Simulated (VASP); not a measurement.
# NaI (rocksalt type) (R-3m) in VASP: further runs

Runs on NaI (rocksalt type). Level: PBE. Tasks: single point.

All numbers are computed with VASP 6.6.1; they aren't measurements. Logs are shortened: lines on timing, memory, paths and dates and some standing lists are left out, and cuts for length are marked.

## (1) The cell of the first run

It takes space group R-3m (No. 166, trigonal). The conventional cell has a = 4.582 Å, b = 4.582 Å, c = 11.477 Å, α = 90.00°, β = 90.00°, γ = 120.00°. Within 4.3 Å of Na (site symmetry -3m) lie 6 I at 3.26 Å. I (site symmetry -3m) has 6 Na at 3.26 Å within 4.3 Å.

## (2) Single point, PBE (equal xy, yz and zx shear strains of +1.5 %)

INCAR

```
ALGO = Normal
EDIFF = 1E-6
ENCUT = 520
GGA = PE
ISIF = 2
ISMEAR = -1
LASPH = True
LCHARG = False
LREAL = False
LWAVE = False
NBANDS = 14
NELM = 100
PREC = Accurate
SIGMA = 0.08
```

KPOINTS

```
k-points
0
Gamma
  11 11 11
```

POSCAR

```
NaI
1.0
    0.0489635843      3.2887207471      3.2887207471
    3.2887207471      0.0489635843      3.2887207471
    3.2887207471      3.2887207471      0.0489635843
Na I
1 1
Direct
    0.0000000000      0.0000000000      0.0000000000
    0.5000000000      0.5000000000      0.5000000000
```

Potentials or basis: VASP PAW PBE potentials, release 64 (Na_pv, I).

Command:

```bash
> cat potpaw_PBE.64/Na_pv/POTCAR potpaw_PBE.64/I/POTCAR > POTCAR
> mpirun -np 1 vasp_std > vasp.out
```

OUTCAR:

```text
EDIFF = 1E-6
   ENCUT = 520
   GGA = PE
   ISIF = 2
   ISMEAR = -1
   LASPH = True
   LREAL = False
   NELM = 100
   PREC = Accurate

 ion  position               nearest neighbor table
   1  0.000  0.000  0.000-
   2  0.500  0.500  0.500-

  LATTYP: Found a trigonal (rhomboedric) cell.
 ALAT       =     4.6512112119
 COS(alpha) =     0.5148312780

  Lattice vectors:

 A1 = (   0.0489635843,   3.2887207471,   3.2887207471)
 A2 = (   3.2887207471,   0.0489635843,   3.2887207471)
 A3 = (   3.2887207471,   3.2887207471,   0.0489635843)

Analysis of symmetry for initial positions (statically):
=====================================================================
 Subroutine PRICEL returns:
 Original cell was already a primitive cell.

 Routine SETGRP: Setting up the symmetry group for a
 trigonal (rhombohedral) supercell.

 Subroutine GETGRP returns: Found 12 space group operations
 (whereof 12 operations were pure point group operations)
 out of a pool of 12 trial point group operations.

The static configuration has the point symmetry D_3d.

Analysis of symmetry for dynamics (positions and initial velocities):
=====================================================================
 Subroutine PRICEL returns:
 Original cell was already a primitive cell.

 Routine SETGRP: Setting up the symmetry group for a
 trigonal (rhombohedral) supercell.

 Subroutine GETGRP returns: Found 12 space group operations
 (whereof 12 operations were pure point group operations)
 out of a pool of 12 trial point group operations.

The dynamic configuration has the point symmetry D_3d.

 Subroutine INISYM returns: Found 12 space group operations
 (whereof 12 operations are pure point group operations),
 and found     1 'primitive' translations

----------------------------------------------------------------------------------------

                                     Primitive cell

  volume of cell :      69.5509

  direct lattice vectors                    reciprocal lattice vectors
     0.048963584  3.288720747  3.288720747    -0.155472943  0.153192167  0.153192167
     3.288720747  0.048963584  3.288720747     0.153192167 -0.155472943  0.153192167
     3.288720747  3.288720747  0.048963584     0.153192167  0.153192167 -0.155472943

  length of vectors
     4.651211212  4.651211212  4.651211212     0.266659925  0.266659925  0.266659925

  position of ions in fractional coordinates (direct lattice)
     0.000000000  0.000000000  0.000000000
     0.500000000  0.500000000  0.500000000

  ion indices of the primitive-cell ions
   primitive index   ion index
                 1           1
                 2           2

----------------------------------------------------------------------------------------

 KPOINTS: k-points

Automatic generation of k-mesh.
 Grid dimensions read from file:
 generate k-points for:   11   11   11

 Generating k-lattice:

  Cartesian coordinates                     Fractional coordinates (reciprocal lattice)
    -0.014133904  0.013926561  0.013926561     0.090909091  0.000000000  0.000000000
     0.013926561 -0.014133904  0.013926561     0.000000000  0.090909091  0.000000000
     0.013926561  0.013926561 -0.014133904     0.000000000  0.000000000  0.090909091

  Length of vectors
     0.024241811  0.024241811  0.024241811

  Shift w.r.t. Gamma in fractional coordinates (k-lattice)
     0.000000000  0.000000000  0.000000000

 Subroutine IBZKPT returns following result:
 ===========================================

 Found    146 irreducible k-points:

 Following reciprocal coordinates:
            Coordinates               Weight
  0.000000  0.000000  0.000000      1.000000
  0.090909  0.000000  0.000000      6.000000
  0.181818 -0.000000 -0.000000      6.000000
  0.272727  0.000000  0.000000      6.000000
  0.363636  0.000000  0.000000      6.000000
  0.454545  0.000000 -0.000000      6.000000
[... 16 lines left out ...]
 -0.272727  0.181818 -0.000000     12.000000
 -0.181818  0.181818  0.000000      6.000000
 [... further k-points ...]
   k-points           NKPTS =    146   k-points in BZ     NKDIM =    146   number of bands    NBANDS=     14
   number of dos      NEDOS =    301   number of ions     NIONS =      2
   total plane-waves  NPLWV =  46656
   dimension x,y,z NGX =    36 NGY =   36 NGZ =   36
   dimension x,y,z NGXF=    72 NGYF=   72 NGZF=   72
   ions per type =               1   1
   NGX,Y,Z   is equivalent  to a cutoff of  12.87, 12.87, 12.87 a.u.
   NGXF,Y,Z  is equivalent  to a cutoff of  25.73, 25.73, 25.73 a.u.
 SYSTEM =  unknown system
   PREC   = accura    normal or accurate (medium, high low for compatibility)
   ISTART =      0    job   : 0-new  1-cont  2-samecut
   ICHARG =      2    charge: 1-file 2-atom 10-const
   ISPIN  =      1    spin polarized calculation?
   LNONCOLLINEAR =      F non collinear calculations
   LSORBIT =      F    spin-orbit coupling
   LASPH  =      T    aspherical Exc in radial PAW
   ENCUT  =  520.0 eV  38.22 Ry    6.18 a.u.   8.65  8.65  8.65*2*pi/ulx,y,z
   NELM   =    100;   NELMIN=  2; NELMDL= -5     # of ELM steps
   EDIFF  = 0.1E-05   stopping-criterion for ELM
   LREAL  =      F    real-space projection
   EDIFFG = 0.1E-04   stopping-criterion for IOM
   NSW    =      0    number of steps for IOM
   IBRION =     -1    ionic relax: 0-MD 1-quasi-New 2-CG
   NFREE  =      0    steps in history (QN), initial steepest desc. (CG)
   ISIF   =      2    stress and relaxation
   ISYM   =      2    0-nonsym 1-usesym 2-fastsym
   POTIM  = 0.5000    time-step for ionic-motion
   TEBEG  =    0.0;   TEEND  =   0.0 temperature during run
   PSTRESS=    0.0 pullay stress
   NELECT =      14.0000    total number of electrons
   NUPDOWN=      -1.0000    fix difference up-down
   EMIN   =  10.00;   EMAX   =-10.00  energy-range for DOS
   EFERMI =   0.00;   METHOD = LEGACY
   ISMEAR =    -1;   SIGMA  =   0.08  broadening in eV -4-tet -1-fermi 0-gaus
   EFERMI_NEDOS =   21; number of points for ismear=-14 and -15
   IALGO  =     38    algorithm
   IMIX   =      4    mixing-type and parameters
     AMIX     =   0.40;   BMIX     =  1.00
     AMIX_MAG =   1.60;   BMIX_MAG =  1.00
  volume/ion in A,a.u.               =      34.78       234.68
  Fermi-wavevector in a.u.,A,eV,Ry     =   0.959437  1.813073 12.524431  0.920520
  Thomas-Fermi vector in A             =   2.088633
   LORBIT       =      0    0 simple, 1 ext, 2 COOP (PROOUT), +10 PAW based schemes
   GGA     = PE    functional components
   LHFCALC =     F    Hartree Fock is set to
   AEXX    =    0.0000 exact exchange contribution
   IVDW    =     0    specifies the selected vdW correction
   LEPSILON=     F    determine dielectric tensor
   LRPA    =     F    only Hartree local field effects (RPA)
 non-spin polarized calculation
  energy-cutoff  :      520.00
  volume of cell :       69.55
 maximum number of plane-waves:      1895
   NGX = 17   NGY = 17   NGZ = 17

 number of electron      13.9999996 magnetization

 Free energy of the ion-electron system (eV)
  ---------------------------------------------------
  ext. energy  EPLUGINS =         0.00000000
  ---------------------------------------------------
  free energy    TOTEN  =        -5.38652746 eV

  energy without entropy =       -5.38652746  energy(sigma->0) =       -5.38652746

 E-fermi :   2.4217     XC(G=0):  -7.6026

 val. band max:        0.6655351448   @ k =   0.0000   0.0000   0.0000
 cond. band min:       4.2038663637   @ k =   0.0000   0.0000   0.0000
 fundamental gap:      3.5383312189
 Fermi energy:         2.4216749834

 k-point     1 :       0.0000    0.0000    0.0000
  band No.  band energies     occupation
      1     -21.8408      2.00000
      2     -21.8408      2.00000
      3     -21.8384      2.00000
      4     -10.3211      2.00000
      5       0.5690      2.00000
      6       0.6655      2.00000
      7       0.6655      2.00000
      8       4.2039      0.00000
      9       8.4016      0.00000
     10       8.6444      0.00000
     11       8.6444      0.00000
     12      10.3409      0.00000
     13      10.3409      0.00000
     14      11.0448      0.00000

 k-point     2 :       0.0909    0.0000    0.0000
  band No.  band energies     occupation
      1     -21.8411      2.00000
      2     -21.8408      2.00000
      3     -21.8385      2.00000
      4     -10.2991      2.00000
      5       0.3966      2.00000
      6       0.5615      2.00000
      7       0.6406      2.00000
      8       4.4955      0.00000
      9       8.3529      0.00000
     10       8.5375      0.00000
     11       8.7352      0.00000
     12      10.0191      0.00000
     13      10.0603      0.00000
     14      11.4506      0.00000

 k-point     3 :       0.1818   -0.0000   -0.0000
  band No.  band energies     occupation
      1     -21.8420      2.00000
      2     -21.8409      2.00000
      3     -21.8386      2.00000
      4     -10.2389      2.00000
      5      -0.1536      2.00000
      6       0.5004      2.00000
      7       0.5757      2.00000
      8       5.1029      0.00000
      9       8.0687      0.00000
     10       8.6216      0.00000
     11       8.8022      0.00000
     12       9.7590      0.00000
     13       9.8830      0.00000
     14      11.2675      0.00000
[... 324 lines left out ...]
 k-point    23 :      -0.2727    0.1818   -0.0000
  band No.  band energies     occupation
      1     -21.8441      2.00000
      2     -21.8418      2.00000
      3     -21.8388      2.00000
      4     -10.0611      2.00000
      5      -0.9810      2.00000
      6      -0.0759      2.00000
      7       0.3810      2.00000
      8       6.4881      0.00000
      9       7.5398      0.00000
     10       8.0372      0.00000
     11       8.5338      0.00000
     12      10.0020      0.00000
     13      12.3615      0.00000
     14      12.7229      0.00000

 k-point    24 :      -0.1818    0.1818    0.0000
  band No.  band energies     occupation
      1     -21.8433      2.00000
      2     -21.8415      2.00000
      3     -21.8387      2.00000
      4     -10.1308      2.00000
      5      -0.6878      2.00000
      6       0.1129      2.00000
      7       0.4723      2.00000
      8       6.0937      0.00000
      9       7.7370      0.00000
     10       8.0200      0.00000
     11       8.7040      0.00000
     12       9.3483      0.00000
     13      11.6138      0.00000
     14      12.6192      0.00000

 [... further k-points ...]
[... 5 lines left out ...]
  --------------------------------------------------------------------------------------
  -------------------------------------------------------------------------------------
  Total        0.0132892      0.0132892      0.0132892     -0.0469619     -0.0469619     -0.0469619
  in kB        0.3061305      0.3061305      0.3061305     -1.0818159     -1.0818159     -1.0818159
  external PRESSURE =       0.3061305 kB  Pullay stress =       0.0000000 kB

 VOLUME and BASIS-vectors are now :
 -----------------------------------------------------------------------------
  energy-cutoff  :      520.00
  volume of cell :       69.55
      direct lattice vectors                 reciprocal lattice vectors
     0.048963584  3.288720747  3.288720747    -0.155472943  0.153192167  0.153192167
     3.288720747  0.048963584  3.288720747     0.153192167 -0.155472943  0.153192167
     3.288720747  3.288720747  0.048963584     0.153192167  0.153192167 -0.155472943

 POSITION                                       TOTAL-FORCE (eV/Angst)
 -----------------------------------------------------------------------------------
      0.00000      0.00000      0.00000         0.000000      0.000000     -0.000000
      3.31320      3.31320      3.31320         0.000000      0.000000      0.000000
 -----------------------------------------------------------------------------------
    total drift:                                0.000000      0.000000      0.000000

  FREE ENERGIE OF THE ION-ELECTRON SYSTEM (eV)
  ---------------------------------------------------
  free  energy   TOTEN  =        -5.3865274647 eV

  energy  without entropy=       -5.3865274646  energy(sigma->0) =       -5.38652746
```

Wall time 2.2 min (1 thread of Oxide Virtual Turin-like, shared host); peak memory 0.26 GiB.

What came out:

* Free energy: -5.3865 eV
* Pressure: 0.0 GPa
* Band gap on the k mesh: 3.54 eV

Levels at points of the mesh, in eV from the valence-band top:
```csv
k point,band 5,band 6,band 7,band 8,band 9,band 10
"(0.00, 0.00, 0.00)",-0.10,0.00,0.00,3.54,7.74,7.98
```

Caveat: the cell differs from its parent crystal (equal xy, yz and zx shear strains of +1.5 %); spin-orbit coupling is left out, which moves the levels of the heavy elements.

## (3) Single point, PBE

INCAR

```
SYSTEM = NaI
  PREC = Accurate
  ENCUT = 520
  EDIFF = 1E-6
  ISMEAR = -1
  SIGMA = 0.08
  LREAL = .FALSE.
  LASPH = .TRUE.
  NELM = 60
  ALGO = Normal
  ISIF = 2
  LWAVE = .FALSE.
  LCHARG = .FALSE.
  GGA = PE
  NBANDS = 14
```

KPOINTS

```
Automatic mesh
0
G
  11 11 11
  0 0 0
```

POSCAR is that of step 2.

Potentials or basis: VASP PAW PBE potentials, release 64 (Na_pv, I).

Command:

```bash
> cat potpaw_PBE.64/Na_pv/POTCAR potpaw_PBE.64/I/POTCAR > POTCAR
> mpirun -np 1 vasp_std > vasp.out
```

Run time: 2.6 min. Hardware: 1 thread of Oxide Virtual Turin-like, shared host; peak memory 0.26 GiB.

It converged, with:

```yaml
Free_energy: -5.3865 eV
Pressure: 0.0 GPa
Band_gap_on_the_k_mesh: 3.54 eV
```

Stress tensor (GPa, compression positive):
```
 0.03 -0.11 -0.11
-0.11  0.03 -0.11
-0.11 -0.11  0.03
```

Levels at points of the mesh, in eV from the valence-band top:
```tsv
k point	band 4	band 5	band 6	band 7	band 8	band 9	band 10	band 11
(0.00, 0.00, 0.00)	-10.99	-0.10	0.00	0.00	3.54	7.74	7.98	7.98
```

Caveat: spin-orbit coupling is left out, which moves the levels of the heavy elements. A k mesh can miss the band edges.
